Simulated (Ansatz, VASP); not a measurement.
One calculation of Bi, two programs

File INCAR:

```
SYSTEM = Bi
PREC = Accurate ; ENCUT = 520
EDIFF = 1E-6 ; ISMEAR = 0
SIGMA = 1.0 ; LREAL = .FALSE.
LASPH = .TRUE. ; NELM = 60
ALGO = Normal ; ISIF = 2
LWAVE = .FALSE. ; LCHARG = .FALSE.
GGA = CA ; NBANDS = 22
```

The input KPOINTS:

```
Automatic mesh
0
G
  9 9 9
  0 0 0
```

The input POSCAR:

```
Bi
1.0
    2.2451514826      1.2962388128      3.8388382945
   -2.2451514826      1.2962388128      3.8388382945
    0.0000000000     -2.5924776257      3.8388382945
Bi
2
Direct
    0.2371145469      0.2371145469      0.2371145469
    0.7628854531      0.7628854531      0.7628854531
```

Input for Ansatz:

```yaml
crystal:
  lattice:
    - [2.2451514826, 1.2962388128, 3.8388382945]
    - [-2.2451514826, 1.2962388128, 3.8388382945]
    - [0.0, -2.5924776257, 3.8388382945]
  atoms:
    - { symbol: Bi, position: [0.2371145469, 0.2371145469, 0.2371145469] }
    - { symbol: Bi, position: [0.7628854531, 0.7628854531, 0.7628854531] }
hamiltonian:
  xc: lda
  pseudopotentials:
    kind: paw
    azcp:
      Bi: "pseudopotentials/Bi.paw.azcp"
basis:
  ecutwfc: 420
  fft_grid_basis: typed
kpoints:
  mp_grid: { grid: [9, 9, 9], shift: [0, 0, 0] }
magnetization:
  spin_polarized: false
scf:
  occupations: { method: gaussian, width: 1.0 }
  lower_state_search: "off"
output:
  stress: true
```

Alike in both runs: task single point; functional LDA; k mesh 9 × 9 × 9; occupations gaussian, width 1 eV; no spin polarisation.

|  | VASP | Ansatz |
| --- | --- | --- |
| version | VASP 6.6.1 | Ansatz 0.2.0 |
| potentials or method | VASP PAW LDA potentials, release 64 (Bi_d), cutoff 520 eV | plane waves (420 eV) with PAW, scalar-relativistic |
| valence electrons in the cell | 30 | 30 |

|  | VASP | Ansatz | Ansatz less VASP |
| --- | --- | --- | --- |
| pressure (GPa) | 0.6 | 0.6 | -0.09 |
| traceless stress, the component that is largest in VASP (GPa) | -0.17 | -0.16 | +0.011 |

Ansatz warns that its potentials were made for another functional, while VASP's fit it. LDA's correlation is that of Perdew and Zunger in VASP and of Perdew and Wang (1992) in Ansatz.

Neither program's run includes spin-orbit coupling.
